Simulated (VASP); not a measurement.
# Ga2O3 (R-3c) in VASP: a series of runs

The runs below take Ga2O3 through single point, with r2SCAN.

Everything below comes from runs of VASP 6.6.1. Logs are shortened: lines on timing, memory, paths and dates and some standing lists are left out, and cuts for length are marked.

## 1. The cell of the first run

It takes space group R-3c (No. 167, trigonal). The conventional cell has a = 4.985 Å, b = 4.985 Å, c = 13.845 Å, α = 90.00°, β = 90.00°, γ = 120.00°. Ga (site symmetry 3) has 6 O at 1.94 to 2.09 Å within 2.6 Å. O (site symmetry 2) has 4 Ga at 1.94 to 2.09 Å and 12 O at 2.63 to 3.01 Å within 3.1 Å.

## 2. Single point, r2SCAN (uniaxial z strain +3.0%)

The input, POSCAR:

```
Ga2O3
1.0
    2.4922617722      1.4389080051      4.6150580585
   -2.4922617722      1.4389080051      4.6150580585
    0.0000000000     -2.8778160102      4.6150580585
Ga O
4 6
Direct
    0.8544077862      0.8544077862      0.8544077862
    0.6455922138      0.6455922138      0.6455922138
    0.1455922138      0.1455922138      0.1455922138
    0.3544077862      0.3544077862      0.3544077862
    0.7500000000      0.4459053293      0.0540946707
    0.4459053293      0.0540946707      0.7500000000
    0.0540946707      0.7500000000      0.4459053293
    0.2500000000      0.5540946707      0.9459053293
    0.9459053293      0.2500000000      0.5540946707
    0.5540946707      0.9459053293      0.2500000000
```

The input, INCAR.step1:

```
ALGO = Normal
EDIFF = 1E-4
ENCUT = 520
GGA = PE
ISMEAR = 0
LASPH = T
LCHARG = F
LREAL = F
LWAVE = T
NBANDS = 55
NELM = 80
PREC = Accurate
SIGMA = 0.01
```

The input, INCAR.step2:

```
ALGO = Normal
EDIFF = 1E-7
ENCUT = 520
ISIF = 2
ISMEAR = 0
ISTART = 1
LASPH = T
LCHARG = T
LELF = T
LMIXTAU = T
LREAL = F
LVHAR = T
LWAVE = F
METAGGA = R2SCAN
NBANDS = 55
NELM = 80
PREC = Accurate
SIGMA = 0.01
```

The input, KPOINTS:

```
k-points
0
Gamma
  6 6 6
```

Potentials or basis: VASP PAW PBE potentials, release 64 (Ga_d, O).

Command:

```
> cat potpaw_PBE.64/Ga_d/POTCAR potpaw_PBE.64/O/POTCAR > POTCAR
> cp INCAR.step1 INCAR
> mpirun -np 1 vasp_std > vasp.out
> cp INCAR.step2 INCAR
> mpirun -np 1 vasp_std > vasp.out
```

OUTCAR:

```text
EDIFF = 1E-7
   ENCUT = 520
   ISIF = 2
   ISMEAR = 0
   ISTART = 1
   LASPH = T
   LREAL = F
   METAGGA = R2SCAN
   NELM = 80
   PREC = Accurate

 ion  position               nearest neighbor table
   1  0.854  0.854  0.854-   8 1.94  10 1.94   9 1.94   6 2.09   7 2.09   5 2.09   2 2.89
   2  0.646  0.646  0.646-   9 1.94  10 1.94   8 1.94   6 2.09   7 2.09   5 2.09   1 2.89
   3  0.146  0.146  0.146-   5 1.94   6 1.94   7 1.94  10 2.09   9 2.09   8 2.09   4 2.89
   4  0.354  0.354  0.354-   7 1.94   6 1.94   5 1.94  10 2.09   9 2.09   8 2.09   3 2.89
   5  0.750  0.446  0.054-   3 1.94   4 1.94   1 2.09   2 2.09
   6  0.446  0.054  0.750-   3 1.94   4 1.94   1 2.09   2 2.09
   7  0.054  0.750  0.446-   4 1.94   3 1.94   1 2.09   2 2.09
   8  0.250  0.554  0.946-   1 1.94   2 1.94   3 2.09   4 2.09
   9  0.946  0.250  0.554-   2 1.94   1 1.94   3 2.09   4 2.09
  10  0.554  0.946  0.250-   1 1.94   2 1.94   3 2.09   4 2.09

  LATTYP: Found a trigonal (rhomboedric) cell.
 ALAT       =     5.4388037170
 COS(alpha) =     0.5800374767

  Lattice vectors:

 A1 = (   2.4922617722,   1.4389080051,   4.6150580585)
 A2 = (  -2.4922617722,   1.4389080051,   4.6150580585)
 A3 = (   0.0000000000,  -2.8778160102,   4.6150580585)

Analysis of symmetry for initial positions (statically):
=====================================================================
 Subroutine PRICEL returns:
 Original cell was already a primitive cell.

 Routine SETGRP: Setting up the symmetry group for a
 trigonal (rhombohedral) supercell.

 Subroutine GETGRP returns: Found 12 space group operations
 (whereof  6 operations were pure point group operations)
 out of a pool of 12 trial point group operations.

The static configuration has the point symmetry S_6 .
 The point group associated with its full space group is D_3d.

Analysis of symmetry for dynamics (positions and initial velocities):
=====================================================================
 Subroutine PRICEL returns:
 Original cell was already a primitive cell.

 Routine SETGRP: Setting up the symmetry group for a
 trigonal (rhombohedral) supercell.

 Subroutine GETGRP returns: Found 12 space group operations
 (whereof  6 operations were pure point group operations)
 out of a pool of 12 trial point group operations.

The dynamic configuration has the point symmetry S_6 .
 The point group associated with its full space group is D_3d.

 Subroutine INISYM returns: Found 12 space group operations
 (whereof  6 operations are pure point group operations),
 and found     1 'primitive' translations

----------------------------------------------------------------------------------------

                                     Primitive cell

  volume of cell :      99.3013

  direct lattice vectors                    reciprocal lattice vectors
     2.492261772  1.438908005  4.615058058     0.200620980  0.115828577  0.072227333
    -2.492261772  1.438908005  4.615058058    -0.200620980  0.115828577  0.072227333
     0.000000000 -2.877816010  4.615058058     0.000000000 -0.231657154  0.072227333

  length of vectors
     5.438803717  5.438803717  5.438803717     0.242655774  0.242655774  0.242655774

  position of ions in fractional coordinates (direct lattice)
     0.854407786  0.854407786  0.854407786
     0.645592214  0.645592214  0.645592214
     0.145592214  0.145592214  0.145592214
     0.354407786  0.354407786  0.354407786
     0.750000000  0.445905329  0.054094671
     0.445905329  0.054094671  0.750000000
     0.054094671  0.750000000  0.445905329
     0.250000000  0.554094671  0.945905329
     0.945905329  0.250000000  0.554094671
     0.554094671  0.945905329  0.250000000

  ion indices of the primitive-cell ions
   primitive index   ion index
                 1           1
                 2           2
                 3           3
                 4           4
                 5           5
                 6           6
                 7           7
                 8           8
                 9           9
                10          10

----------------------------------------------------------------------------------------

 KPOINTS: k-points

Automatic generation of k-mesh.
 Grid dimensions read from file:
 generate k-points for:    6    6    6

 Generating k-lattice:

  Cartesian coordinates                     Fractional coordinates (reciprocal lattice)
     0.033436830  0.019304763  0.012037889     0.166666667  0.000000000  0.000000000
    -0.033436830  0.019304763  0.012037889     0.000000000  0.166666667  0.000000000
     0.000000000 -0.038609526  0.012037889     0.000000000  0.000000000  0.166666667

  Length of vectors
     0.040442629  0.040442629  0.040442629

  Shift w.r.t. Gamma in fractional coordinates (k-lattice)
     0.000000000  0.000000000  0.000000000

 Subroutine IBZKPT returns following result:
 ===========================================

 Found     32 irreducible k-points:

 Following reciprocal coordinates:
            Coordinates               Weight
  0.000000  0.000000  0.000000      1.000000
  0.166667  0.000000  0.000000      6.000000
  0.333333  0.000000 -0.000000      6.000000
  0.500000  0.000000  0.000000      3.000000
  0.166667  0.166667  0.000000      6.000000
  0.333333  0.166667  0.000000     12.000000
[... 16 lines left out ...]
  0.500000  0.500000  0.166667      6.000000
 -0.333333  0.500000  0.166667     12.000000
 [... further k-points ...]
   k-points           NKPTS =     32   k-points in BZ     NKDIM =     32   number of bands    NBANDS=     55
   number of dos      NEDOS =    301   number of ions     NIONS =     10
   total plane-waves  NPLWV =  64000
   dimension x,y,z NGX =    40 NGY =   40 NGZ =   40
   dimension x,y,z NGXF=    80 NGYF=   80 NGZF=   80
   ions per type =               4   6
   NGX,Y,Z   is equivalent  to a cutoff of  12.23, 12.23, 12.23 a.u.
   NGXF,Y,Z  is equivalent  to a cutoff of  24.45, 24.45, 24.45 a.u.
 SYSTEM =  unknown system
   PREC   = accura    normal or accurate (medium, high low for compatibility)
   ISTART =      1    job   : 0-new  1-cont  2-samecut
   ICHARG =      0    charge: 1-file 2-atom 10-const
   ISPIN  =      1    spin polarized calculation?
   LNONCOLLINEAR =      F non collinear calculations
   LSORBIT =      F    spin-orbit coupling
   LASPH  =      T    aspherical Exc in radial PAW
   ENCUT  =  520.0 eV  38.22 Ry    6.18 a.u.  10.11 10.11 10.11*2*pi/ulx,y,z
   NELM   =     80;   NELMIN=  2; NELMDL=  0     # of ELM steps
   EDIFF  = 0.1E-06   stopping-criterion for ELM
   LREAL  =      F    real-space projection
   EDIFFG = 0.1E-05   stopping-criterion for IOM
   NSW    =      0    number of steps for IOM
   IBRION =     -1    ionic relax: 0-MD 1-quasi-New 2-CG
   NFREE  =      0    steps in history (QN), initial steepest desc. (CG)
   ISIF   =      2    stress and relaxation
   ISYM   =      2    0-nonsym 1-usesym 2-fastsym
   POTIM  = 0.5000    time-step for ionic-motion
   TEBEG  =    0.0;   TEEND  =   0.0 temperature during run
   PSTRESS=    0.0 pullay stress
   NELECT =      88.0000    total number of electrons
   NUPDOWN=      -1.0000    fix difference up-down
   EMIN   =  10.00;   EMAX   =-10.00  energy-range for DOS
   EFERMI =   0.00;   METHOD = LEGACY
   ISMEAR =     0;   SIGMA  =   0.01  broadening in eV -4-tet -1-fermi 0-gaus
   EFERMI_NEDOS =   21; number of points for ismear=-14 and -15
   IALGO  =     38    algorithm
   IMIX   =      4    mixing-type and parameters
     AMIX     =   0.40;   BMIX     =  1.00
     AMIX_MAG =   1.60;   BMIX_MAG =  1.00
  volume/ion in A,a.u.               =       9.93        67.01
  Fermi-wavevector in a.u.,A,eV,Ry     =   1.572476  2.971549 33.642863  2.472681
  Thomas-Fermi vector in A             =   2.673905
   LORBIT       =      0    0 simple, 1 ext, 2 COOP (PROOUT), +10 PAW based schemes
   METAGGA = R2SCAN    functional components
   LHFCALC =     F    Hartree Fock is set to
   AEXX    =    0.0000 exact exchange contribution
   IVDW    =     0    specifies the selected vdW correction
   LEPSILON=     F    determine dielectric tensor
   LRPA    =     F    only Hartree local field effects (RPA)
 non-spin polarized calculation
 Gauss-broadening in eV      SIGMA  =   0.01
  energy-cutoff  :      520.00
  volume of cell :       99.30
 maximum number of plane-waves:      2693
   NGX = 21   NGY = 21   NGZ = 21

 number of electron      87.9999989 magnetization

 Free energy of the ion-electron system (eV)
  ---------------------------------------------------
  ext. energy  EPLUGINS =         0.00000000
  ---------------------------------------------------
  free energy    TOTEN  =      -102.25961458 eV

  energy without entropy =     -102.25961458  energy(sigma->0) =     -102.25961458

 E-fermi :   3.8919     XC(G=0): -12.9702

 val. band max:        3.8200618350   @ k =  -0.1667   0.1667   0.0000
 cond. band min:       7.0363198733   @ k =   0.0000   0.0000   0.0000
 fundamental gap:      3.2162580383
 Fermi energy:         3.8919269504

 k-point     1 :       0.0000    0.0000    0.0000
  band No.  band energies     occupation
      1     -15.8973      2.00000
      2     -14.1092      2.00000
      3     -14.0116      2.00000
      4     -14.0116      2.00000
      5     -13.9666      2.00000
      6     -13.9666      2.00000
[... 47 lines left out ...]
     54      15.6407      0.00000
     55      16.8103      0.00000

 k-point     2 :       0.1667    0.0000    0.0000
  band No.  band energies     occupation
      1     -15.7773      2.00000
      2     -14.1797      2.00000
      3     -14.0392      2.00000
      4     -14.0228      2.00000
      5     -14.0087      2.00000
      6     -13.9802      2.00000
[... 47 lines left out ...]
     54      16.4079      0.00000
     55      16.6160      0.00000

 k-point     3 :       0.3333    0.0000   -0.0000
  band No.  band energies     occupation
      1     -15.4426      2.00000
      2     -14.4992      2.00000
      3     -14.0613      2.00000
      4     -14.0527      2.00000
      5     -14.0399      2.00000
      6     -14.0057      2.00000
[... 1152 lines left out ...]
 k-point    23 :       0.5000    0.5000    0.1667
  band No.  band energies     occupation
      1     -15.1208      2.00000
      2     -14.6079      2.00000
      3     -14.2789      2.00000
      4     -14.1182      2.00000
      5     -14.0540      2.00000
      6     -13.9934      2.00000
[... 47 lines left out ...]
     54      16.8195      0.00000
     55      16.9257      0.00000

 k-point    24 :      -0.3333    0.5000    0.1667
  band No.  band energies     occupation
      1     -14.9347      2.00000
      2     -14.6520      2.00000
      3     -14.3481      2.00000
      4     -14.2309      2.00000
      5     -14.0311      2.00000
      6     -13.9880      2.00000
[... 47 lines left out ...]
     54      16.6764      0.00000
     55      16.9653      0.00000

 [... further k-points ...]

------------------------ aborting loop because EDIFF is reached ----------------------------------------

  FORCE on cell =-STRESS in cart. coord.  units (eV):
  Direction    XX          YY          ZZ          XY          YZ          ZX
  --------------------------------------------------------------------------------------
  -------------------------------------------------------------------------------------
  Total       -1.1052006     -1.1052006     -5.8458258      0.0000000      0.0000000      0.0000000
  in kB      -17.8318584    -17.8318584    -94.3194693      0.0000000      0.0000000      0.0000000
  external PRESSURE =     -43.3277287 kB  Pullay stress =       0.0000000 kB

 VOLUME and BASIS-vectors are now :
 -----------------------------------------------------------------------------
  energy-cutoff  :      520.00
  volume of cell :       99.30
      direct lattice vectors                 reciprocal lattice vectors
     2.492261772  1.438908005  4.615058058     0.200620980  0.115828577  0.072227333
    -2.492261772  1.438908005  4.615058058    -0.200620980  0.115828577  0.072227333
     0.000000000 -2.877816010  4.615058058     0.000000000 -0.231657154  0.072227333

 POSITION                                       TOTAL-FORCE (eV/Angst)
 -----------------------------------------------------------------------------------
      0.00000      0.00000     11.82942         0.000000      0.000000     -0.058900
      0.00000      0.00000      8.93834         0.000000      0.000000      0.058900
      0.00000      0.00000      2.01575         0.000000      0.000000      0.058900
      0.00000      0.00000      4.90684         0.000000      0.000000     -0.058900
      0.75788      1.56512      5.76882        -0.018752      0.032479     -0.000000
      0.97649     -1.43891      5.76882         0.037503      0.000000     -0.000000
     -1.73438     -0.12622      5.76882        -0.018752     -0.032479     -0.000000
     -0.75788     -1.56512      8.07635         0.018752     -0.032479     -0.000000
      1.73438      0.12622      8.07635         0.018752      0.032479     -0.000000
     -0.97649      1.43891      8.07635        -0.037503      0.000000     -0.000000
 -----------------------------------------------------------------------------------
    total drift:                               -0.000000     -0.000000     -0.000000

  FREE ENERGIE OF THE ION-ELECTRON SYSTEM (eV)
  ---------------------------------------------------
  free  energy   TOTEN  =      -102.2596145757 eV

  energy  without entropy=     -102.2596145757  energy(sigma->0) =     -102.25961458
```

Wall time 13 min (1 thread of Intel Xeon Platinum 8488C (Sapphire Rapids), shared host); peak memory 0.33 GiB.

What came out:

| Item | Value |
| --- | --- |
| Free energy | -102.2596 eV |
| Pressure | -4.3 GPa |
| Largest force | 0.059 eV/Å |
| Band gap on the k mesh | 3.22 eV (least direct gap 3.43 eV) |

Forces on the atoms (eV/Å):
```
Ga   0.000  0.000 -0.059
Ga   0.000  0.000  0.059
Ga   0.000  0.000  0.059
Ga   0.000  0.000 -0.059
O   -0.019  0.032  0.000
O    0.038  0.000  0.000
O   -0.019 -0.032  0.000
O    0.019 -0.032  0.000
O    0.019  0.032  0.000
O   -0.038  0.000  0.000
```

Caveat: the cell differs from its parent crystal (uniaxial z strain +3.0%); the cell stands under tension; the PAW data sets were made with another functional, which shifts forces and pressure a little. A k mesh can miss the band edges.

## 3. Single point, r2SCAN (uniaxial z strain -1.0%)

The input, POSCAR:

```
Ga2O3
1.0
    2.4922617722      1.4389080051      4.4358325028
   -2.4922617722      1.4389080051      4.4358325028
    0.0000000000     -2.8778160102      4.4358325028
Ga O
4 6
Direct
    0.8557869470      0.8557869470      0.8557869470
    0.6442130530      0.6442130530      0.6442130530
    0.1442130530      0.1442130530      0.1442130530
    0.3557869470      0.3557869470      0.3557869470
    0.7500000000      0.4465234942      0.0534765058
    0.4465234942      0.0534765058      0.7500000000
    0.0534765058      0.7500000000      0.4465234942
    0.2500000000      0.5534765058      0.9465234942
    0.9465234942      0.2500000000      0.5534765058
    0.5534765058      0.9465234942      0.2500000000
```

The input, INCAR.step1:

```
ALGO = Normal
EDIFF = 1E-4
ENCUT = 520
GGA = PE
ISMEAR = 0
LASPH = True
LCHARG = False
LREAL = False
LWAVE = True
NBANDS = 55
NELM = 100
PREC = Accurate
SIGMA = 0.01
```

The input, INCAR.step2:

```
ALGO = Normal
EDIFF = 1E-6
ENCUT = 520
ISIF = 2
ISMEAR = 0
ISTART = 1
LASPH = True
LCHARG = False
LMIXTAU = True
LREAL = False
LWAVE = False
METAGGA = R2SCAN
NBANDS = 55
NELM = 100
PREC = Accurate
SIGMA = 0.01
```

KPOINTS is that of step 2.

Potentials or basis: VASP PAW PBE potentials, release 64 (Ga_d, O).

Command:

```
> cat potpaw_PBE.64/Ga_d/POTCAR potpaw_PBE.64/O/POTCAR > POTCAR
> cp INCAR.step1 INCAR
> mpirun -np 1 vasp_std > vasp.out
> cp INCAR.step2 INCAR
> mpirun -np 1 vasp_std > vasp.out
```

Run time: 7 min. Hardware: 1 thread of Intel Xeon 6975P-C (Granite Rapids), shared host; peak memory 0.32 GiB.

The run converged. Its results:

```yaml
Free_energy: -102.3063 eV
Pressure: 4.2 GPa
Largest_force: 0.040 eV/Å
Band_gap_on_the_k_mesh: 3.64 eV (least direct gap 3.92 eV)
```

Forces in eV/Å, atoms in the order of the input:
```
Ga   0.000  0.000 -0.035
Ga   0.000  0.000  0.035
Ga   0.000  0.000  0.035
Ga   0.000  0.000 -0.035
O   -0.020  0.035  0.000
O    0.040  0.000  0.000
O   -0.020 -0.035  0.000
O    0.020 -0.035  0.000
O    0.020  0.035  0.000
O   -0.040  0.000  0.000
```

Stress tensor (GPa, compression positive):
```
3.63 0.00 0.00
0.00 3.63 0.00
0.00 0.00 5.41
```

Levels at points of the mesh, in eV from the valence-band top:
```csv
k point,band 42,band 43,band 44,band 45,band 46,band 47
"(0.00, 0.00, 0.00)",-0.28,-0.28,-0.28,3.64,7.62,7.66
"(0.50, 0.00, 0.00)",-1.00,-0.15,-0.15,7.34,7.34,7.61
"(0.50, 0.50, 0.00)",-0.68,-0.24,-0.14,7.49,7.65,8.46
"(0.50, 0.50, 0.50)",-0.33,-0.33,-0.33,6.72,6.72,8.84
```

Caveat: the cell differs from its parent crystal (uniaxial z strain -1.0%); the cell stands under pressure; the PAW data sets were made with another functional, which shifts forces and pressure a little.

[end of part 1 of 2]
